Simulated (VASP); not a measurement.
# Sb (Pm-3m) in VASP: single point with PBEsol

Aim: the single point of Sb with PBEsol.

Everything below comes from runs of VASP 6.6.1. Logs are shortened: lines on timing, memory, paths and dates and some standing lists are left out, and cuts for length are marked.

**1. The cell of the first run**

Symmetry: Pm-3m, No. 221, cubic system. Conventional cell: a = 3.062 Å, b = 3.062 Å, c = 3.062 Å, α = 90.00°, β = 90.00°, γ = 90.00°. Sb (site symmetry m-3m) has 6 Sb at 3.06 Å within 4.0 Å.

**2. Single point, PBEsol**

INCAR

```
SYSTEM = Sb
PREC     = Accurate       ! precision mode
ENCUT    = 500            ! plane-wave cutoff, eV
EDIFF    = 1E-6           ! SCF threshold, eV
ISMEAR   = 0              ! smearing method
SIGMA    = 0.1            ! smearing width, eV
LREAL    = .FALSE.        ! projectors in reciprocal space
LASPH    = .TRUE.         ! aspherical terms in the spheres
NELM     = 120            ! most SCF steps
ALGO     = Normal         ! electronic algorithm
ISIF     = 2              ! what is computed and relaxed
LWAVE    = .FALSE.        ! write WAVECAR
LCHARG   = .FALSE.        ! write CHGCAR
GGA      = PS             ! functional
NBANDS   = 8              ! bands
GGA_COMPAT= .FALSE.
```

KPOINTS

```
Automatic mesh
0
G
  20 20 20
  0 0 0
```

POSCAR

```
Sb
1.0
    3.0616480551      0.0000000000      0.0000000000
    0.0000000000      3.0616480551      0.0000000000
    0.0000000000      0.0000000000      3.0616480551
Sb
1
Direct
    0.0000000000      0.0000000000      0.0000000000
```

Potentials or basis: VASP PAW PBE potentials, release 64 (Sb).

Command:

```sh
cat potpaw_PBE.64/Sb/POTCAR > POTCAR
mpirun -np 1 vasp_std > vasp.out
```

OUTCAR:

```text
SYSTEM = Sb
   PREC = Accurate
   ENCUT = 500
   EDIFF = 1E-6
   ISMEAR = 0
   LREAL = .FALSE.
   LASPH = .TRUE.
   NELM = 120
   ISIF = 2
   GGA = PS

 ion  position               nearest neighbor table
   1  0.000  0.000  0.000-

  LATTYP: Found a simple cubic cell.
 ALAT       =     3.0616480551

  Lattice vectors:

 A1 = (   3.0616480551,   0.0000000000,   0.0000000000)
 A2 = (   0.0000000000,   3.0616480551,   0.0000000000)
 A3 = (   0.0000000000,   0.0000000000,   3.0616480551)

Analysis of symmetry for initial positions (statically):
=====================================================================
 Subroutine PRICEL returns:
 Original cell was already a primitive cell.

 Routine SETGRP: Setting up the symmetry group for a
 simple cubic supercell.

 Subroutine GETGRP returns: Found 48 space group operations
 (whereof 48 operations were pure point group operations)
 out of a pool of 48 trial point group operations.

The static configuration has the point symmetry O_h .

Analysis of symmetry for dynamics (positions and initial velocities):
=====================================================================
 Subroutine PRICEL returns:
 Original cell was already a primitive cell.

 Routine SETGRP: Setting up the symmetry group for a
 simple cubic supercell.

 Subroutine GETGRP returns: Found 48 space group operations
 (whereof 48 operations were pure point group operations)
 out of a pool of 48 trial point group operations.

The dynamic configuration has the point symmetry O_h .

 Subroutine INISYM returns: Found 48 space group operations
 (whereof 48 operations are pure point group operations),
 and found     1 'primitive' translations

----------------------------------------------------------------------------------------

                                     Primitive cell

  volume of cell :      28.6989

  direct lattice vectors                    reciprocal lattice vectors
     3.061648055  0.000000000  0.000000000     0.326621474  0.000000000  0.000000000
     0.000000000  3.061648055  0.000000000     0.000000000  0.326621474  0.000000000
     0.000000000  0.000000000  3.061648055     0.000000000  0.000000000  0.326621474

  length of vectors
     3.061648055  3.061648055  3.061648055     0.326621474  0.326621474  0.326621474

  position of ions in fractional coordinates (direct lattice)
     0.000000000  0.000000000  0.000000000

  ion indices of the primitive-cell ions
   primitive index   ion index
                 1           1

----------------------------------------------------------------------------------------

 KPOINTS: Automatic mesh

Automatic generation of k-mesh.
 Grid dimensions read from file:
 generate k-points for:   20   20   20

 Generating k-lattice:

  Cartesian coordinates                     Fractional coordinates (reciprocal lattice)
     0.016331074  0.000000000  0.000000000     0.050000000  0.000000000  0.000000000
     0.000000000  0.016331074  0.000000000     0.000000000  0.050000000  0.000000000
     0.000000000  0.000000000  0.016331074     0.000000000  0.000000000  0.050000000

  Length of vectors
     0.016331074  0.016331074  0.016331074

  Shift w.r.t. Gamma in fractional coordinates (k-lattice)
     0.000000000  0.000000000  0.000000000

 Subroutine IBZKPT returns following result:
 ===========================================

 Found    286 irreducible k-points:

 Following reciprocal coordinates:
            Coordinates               Weight
  0.000000  0.000000  0.000000      1.000000
  0.050000  0.000000  0.000000      6.000000
  0.100000  0.000000  0.000000      6.000000
  0.150000  0.000000  0.000000      6.000000
  0.200000  0.000000  0.000000      6.000000
  0.250000  0.000000  0.000000      6.000000
[... 16 lines left out ...]
  0.150000  0.100000  0.000000     24.000000
  0.200000  0.100000  0.000000     24.000000
 [... further k-points ...]
   k-points           NKPTS =    286   k-points in BZ     NKDIM =    286   number of bands    NBANDS=      8
   number of dos      NEDOS =    301   number of ions     NIONS =      1
   total plane-waves  NPLWV =  13824
   dimension x,y,z NGX =    24 NGY =   24 NGZ =   24
   dimension x,y,z NGXF=    48 NGYF=   48 NGZF=   48
   ions per type =               1
   NGX,Y,Z   is equivalent  to a cutoff of  13.03, 13.03, 13.03 a.u.
   NGXF,Y,Z  is equivalent  to a cutoff of  26.06, 26.06, 26.06 a.u.
 SYSTEM =  Sb
   PREC   = accura    normal or accurate (medium, high low for compatibility)
   ISTART =      0    job   : 0-new  1-cont  2-samecut
   ICHARG =      2    charge: 1-file 2-atom 10-const
   ISPIN  =      1    spin polarized calculation?
   LNONCOLLINEAR =      F non collinear calculations
   LSORBIT =      F    spin-orbit coupling
   LASPH  =      T    aspherical Exc in radial PAW
   ENCUT  =  500.0 eV  36.75 Ry    6.06 a.u.   5.58  5.58  5.58*2*pi/ulx,y,z
   NELM   =    120;   NELMIN=  2; NELMDL= -5     # of ELM steps
   EDIFF  = 0.1E-05   stopping-criterion for ELM
   LREAL  =      F    real-space projection
   EDIFFG = 0.1E-04   stopping-criterion for IOM
   NSW    =      0    number of steps for IOM
   IBRION =     -1    ionic relax: 0-MD 1-quasi-New 2-CG
   NFREE  =      0    steps in history (QN), initial steepest desc. (CG)
   ISIF   =      2    stress and relaxation
   ISYM   =      2    0-nonsym 1-usesym 2-fastsym
   POTIM  = 0.5000    time-step for ionic-motion
   TEBEG  =    0.0;   TEEND  =   0.0 temperature during run
   PSTRESS=    0.0 pullay stress
   NELECT =       5.0000    total number of electrons
   NUPDOWN=      -1.0000    fix difference up-down
   EMIN   =  10.00;   EMAX   =-10.00  energy-range for DOS
   EFERMI =   0.00;   METHOD = LEGACY
   ISMEAR =     0;   SIGMA  =   0.10  broadening in eV -4-tet -1-fermi 0-gaus
   EFERMI_NEDOS =   21; number of points for ismear=-14 and -15
   IALGO  =     38    algorithm
   IMIX   =      4    mixing-type and parameters
     AMIX     =   0.40;   BMIX     =  1.00
     AMIX_MAG =   1.60;   BMIX_MAG =  1.00
  volume/ion in A,a.u.               =      28.70       193.67
  Fermi-wavevector in a.u.,A,eV,Ry     =   0.914344  1.727859 11.374807  0.836025
  Thomas-Fermi vector in A             =   2.038960
   LORBIT       =      0    0 simple, 1 ext, 2 COOP (PROOUT), +10 PAW based schemes
   GGA     = PS    functional components
   LHFCALC =     F    Hartree Fock is set to
   AEXX    =    0.0000 exact exchange contribution
   IVDW    =     0    specifies the selected vdW correction
   LEPSILON=     F    determine dielectric tensor
   LRPA    =     F    only Hartree local field effects (RPA)
 non-spin polarized calculation
 Gauss-broadening in eV      SIGMA  =   0.10
  energy-cutoff  :      500.00
  volume of cell :       28.70
 maximum number of plane-waves:       743
 NGX is ok and might be reduce to    24
   NGX = 11   NGY = 11   NGZ = 11

 number of electron       4.9999999 magnetization

 Free energy of the ion-electron system (eV)
  ---------------------------------------------------
  ext. energy  EPLUGINS =         0.00000000
  ---------------------------------------------------
  free energy    TOTEN  =        -4.53621307 eV

  energy without entropy =       -4.53357337  energy(sigma->0) =       -4.53489322

 E-fermi :   7.5020     XC(G=0):  -9.9171

 val. band max:        7.4956798728   @ k =   0.4000   0.2500   0.1000
 cond. band min:       7.5294754477   @ k =   0.2500   0.2000   0.0000
 fundamental gap:      0.0337955749
 Fermi energy:         7.5019771259

 k-point     1 :       0.0000    0.0000    0.0000
  band No.  band energies     occupation
      1      -5.2236      2.00000
      2      10.8403      0.00000
      3      10.8403      0.00000
      4      10.8403      0.00000
      5      14.4717      0.00000
      6      14.4717      0.00000
      7      15.8569      0.00000
      8      25.4330      0.00000

 k-point     2 :       0.0500    0.0000    0.0000
  band No.  band energies     occupation
      1      -5.1858      2.00000
      2      10.2992      0.00000
      3      10.8781      0.00000
      4      10.8781      0.00000
      5      14.5011      0.00000
      6      14.8462      0.00000
      7      16.1030      0.00000
      8      25.0349      0.00000

 k-point     3 :       0.1000    0.0000    0.0000
  band No.  band energies     occupation
      1      -5.0728      2.00000
      2       9.1641      0.00000
      3      10.9905      0.00000
      4      10.9905      0.00000
      5      14.5892      0.00000
      6      15.2883      0.00000
      7      17.0317      0.00000
      8      24.2557      0.00000

 k-point     4 :       0.1500    0.0000    0.0000
  band No.  band energies     occupation
      1      -4.8859      2.00000
      2       7.8852      0.00000
      3      11.1732      0.00000
      4      11.1732      0.00000
      5      14.7355      0.00000
      6      15.5558      0.00000
      7      18.4255      0.00000
      8      23.3856      0.00000

 k-point     5 :       0.2000    0.0000    0.0000
  band No.  band energies     occupation
      1      -4.6281      2.00000
      2       6.6077      2.00000
      3      11.4189      0.00000
      4      11.4189      0.00000
      5      14.9386      0.00000
      6      15.8147      0.00000
      7      19.9444      0.00000
      8      22.5037      0.00000
[... 177 lines left out ...]
 k-point    22 :       0.1000    0.1000    0.0000
  band No.  band energies     occupation
      1      -4.9218      2.00000
      2       9.2047      0.00000
      3       9.4252      0.00000
      4      11.1410      0.00000
      5      15.0242      0.00000
      6      16.5122      0.00000
      7      17.4488      0.00000
      8      22.6695      0.00000

 k-point    23 :       0.1500    0.1000    0.0000
  band No.  band energies     occupation
      1      -4.7349      2.00000
      2       8.0240      0.00000
      3       9.5097      0.00000
      4      11.3240      0.00000
      5      15.2014      0.00000
      6      16.9867      0.00000
      7      18.5382      0.00000
      8      21.6828      0.00000

 k-point    24 :       0.2000    0.1000    0.0000
  band No.  band energies     occupation
      1      -4.4770      2.00000
      2       6.7510      2.00000
      3       9.7526      0.00000
      4      11.5702      0.00000
      5      15.4202      0.00000
      6      17.2199      0.00000
      7      19.7557      0.00000
      8      20.9574      0.00000

 [... further k-points ...]
[... 5 lines left out ...]
  --------------------------------------------------------------------------------------
  -------------------------------------------------------------------------------------
  Total        0.0065275      0.0065275      0.0065275     -0.0000000     -0.0000000     -0.0000000
  in kB        0.3644136      0.3644136      0.3644136     -0.0000000     -0.0000000     -0.0000000
  external PRESSURE =       0.3644136 kB  Pullay stress =       0.0000000 kB

 VOLUME and BASIS-vectors are now :
 -----------------------------------------------------------------------------
  energy-cutoff  :      500.00
  volume of cell :       28.70
      direct lattice vectors                 reciprocal lattice vectors
     3.061648055  0.000000000  0.000000000     0.326621474  0.000000000  0.000000000
     0.000000000  3.061648055  0.000000000     0.000000000  0.326621474  0.000000000
     0.000000000  0.000000000  3.061648055     0.000000000  0.000000000  0.326621474

 POSITION                                       TOTAL-FORCE (eV/Angst)
 -----------------------------------------------------------------------------------
      0.00000      0.00000      0.00000         0.000000      0.000000      0.000000
 -----------------------------------------------------------------------------------
    total drift:                               -0.000000      0.000000      0.000000

  FREE ENERGIE OF THE ION-ELECTRON SYSTEM (eV)
  ---------------------------------------------------
  free  energy   TOTEN  =        -4.5362130676 eV

  energy  without entropy=       -4.5335733721  energy(sigma->0) =       -4.53489322
```

Wall time 37 s (1 thread of Intel Xeon 8259CL, shared host); peak memory 0.18 GiB.

What came out:

```
Free energy : -4.5362 eV
Pressure    : 0.0 GPa
```

Caveat: the PAW data sets were made with another functional, which shifts forces and pressure a little; spin-orbit coupling is left out, which moves the levels of the heavy elements.
